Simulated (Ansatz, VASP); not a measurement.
**One calculation of LiH, two programs**

File INCAR:

```
PREC = Accurate
ENCUT = 520
EDIFF = 1E-6
ISMEAR = 1
SIGMA = 0.2
LREAL = F
LASPH = T
NELM = 80
ALGO = Normal
ISIF = 2
LWAVE = F
LCHARG = F
GGA = PS
NBANDS = 9
```

Contents of KPOINTS:

```
regular mesh
0
Gamma
  8 8 8
```

Contents of POSCAR:

```
LiH
1.0
    0.0000000000      1.9984726907      1.9984726907
    1.9984726907      0.0000000000      1.9984726907
    1.9984726907      1.9984726907      0.0000000000
Li H
1 1
Direct
    0.0000000000      0.0000000000      0.0000000000
    0.5000000000      0.5000000000      0.5000000000
```

Input for Ansatz:

```yaml
crystal:
  lattice:
    - [0.0, 1.9984726907, 1.9984726907]
    - [1.9984726907, 0.0, 1.9984726907]
    - [1.9984726907, 1.9984726907, 0.0]
  atoms:
    - { symbol: Li, position: [0.0, 0.0, 0.0] }
    - { symbol: H, position: [0.5, 0.5, 0.5] }
kpoints:
  mp_grid: { grid: [8, 8, 8] }
hamiltonian:
  xc: pbesol
scf:
  occupations: { method: methfessel_paxton, width: 0.2 }
  n_extra_bands: 4
output:
  forces: true
  stress: true
  eigenvalues: true
```

Alike in both runs: task single point; functional PBEsol; k mesh 8 × 8 × 8; occupations methfessel-paxton of order 1, width 0.2 eV; no spin polarisation.

|  | VASP | Ansatz |
| --- | --- | --- |
| version | VASP 6.6.1 | Ansatz 0.2.0 |
| potentials or method | VASP PAW PBE potentials, release 64 (Li_sv, H) | plane waves |
| plane-wave cutoff (eV) | 520 | 420 |
| valence electrons in the cell | 4 | 4 |

```csv
,VASP,Ansatz,Ansatz less VASP
gap on the k mesh at the Fermi level (eV),2.74,2.74,0.000
```

VASP's potentials were made for PBE, not for PBEsol.

Noted on VASP's run: the cutoff is short for stress, so the pressure is rough.
